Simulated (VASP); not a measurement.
## Be3S5: single point with PBE

Be3S5:

```
Be S
1.0
     3.54295    0.00625    0.00059
     0.09944    3.55487    0.00378
     1.77431    1.51368   10.62912
Be S
3 5
Direct
  0.35252 0.30503 0.38447
  0.71150 0.72252 0.61427
  0.93892 0.06721 0.99990
  0.81581 0.51319 0.10383
  0.89865 0.24811 0.28287
  0.27014 0.75335 0.49912
  0.50404 0.97072 0.90027
  0.75842 0.16987 0.71527
```

```json
{"Program": "VASP 6.6.1", "Task": "single point", "Functional": "PBE", "Potentials or basis": "VASP PAW PBE potentials, release 64 (Be, S)", "Cutoff": "520 eV", "k mesh": "4 × 4 × 2", "Occupations": "gaussian, width 0.1 eV", "Spin": "no spin polarisation", "Dipole correction": "no", "Further INCAR settings": "ALGO = Normal; EDIFF = 1e-06; NBANDS = 28"}
```

The pressure is -0.2 GPa. The largest force is 0.105 eV/Å. The band gap on the k mesh is 1.23 eV (least direct gap 1.77 eV).

Forces on the atoms (eV/Å):
```
Be   0.004  0.005  0.019
Be  -0.003  0.006 -0.014
Be   0.006 -0.016  0.001
S    0.017 -0.019  0.093
S   -0.022  0.038 -0.088
S   -0.003 -0.015 -0.005
S    0.024  0.017 -0.101
S   -0.022 -0.015  0.096
```

Stress tensor (GPa, compression positive):
```
-0.07  0.00  0.00
 0.00 -0.12  0.07
 0.00  0.07 -0.41
```

Levels at points of the mesh, in eV from the valence-band top:
| k point | band 14 | band 15 | band 16 | band 17 | band 18 | band 19 | band 20 | band 21 | band 22 | band 23 |
| --- | --- | --- | --- | --- | --- | --- | --- | --- | --- | --- |
| (0.00, 0.00, 0.00) | -1.60 | -1.07 | -0.94 | -0.25 | 0.00 | 1.77 | 2.79 | 3.42 | 3.76 | 4.30 |
| (0.50, 0.00, 0.00) | -2.19 | -1.81 | -0.85 | -0.47 | -0.41 | 2.48 | 2.95 | 4.66 | 4.83 | 5.06 |
| (0.00, 0.50, 0.00) | -1.85 | -1.55 | -1.19 | -0.52 | -0.26 | 1.81 | 3.51 | 4.73 | 4.89 | 5.11 |
| (0.50, 0.50, 0.00) | -3.30 | -2.71 | -2.01 | -1.59 | -1.01 | 1.56 | 1.86 | 3.52 | 4.20 | 4.51 |
| (0.00, 0.00, 0.50) | -1.99 | -0.67 | -0.58 | -0.48 | -0.24 | 2.17 | 2.58 | 2.96 | 4.05 | 4.44 |
| (0.50, 0.00, 0.50) | -1.98 | -1.71 | -1.14 | -0.51 | -0.39 | 2.29 | 3.07 | 4.73 | 4.88 | 4.97 |
| (0.00, 0.50, 0.50) | -2.22 | -1.79 | -0.85 | -0.48 | -0.29 | 2.35 | 3.12 | 4.67 | 4.95 | 5.10 |
| (0.50, 0.50, 0.50) | -3.43 | -2.27 | -2.06 | -1.48 | -1.38 | 1.23 | 2.30 | 3.34 | 4.38 | 4.95 |

Run time: 32 s on 1 thread of Intel(R) Xeon(R) 6975P-C (Granite Rapids), with other jobs on the host, peak memory 0.25 GiB.

Caveat: the k points lie up to 0.45 Å⁻¹ apart. A k mesh can miss the band edges.
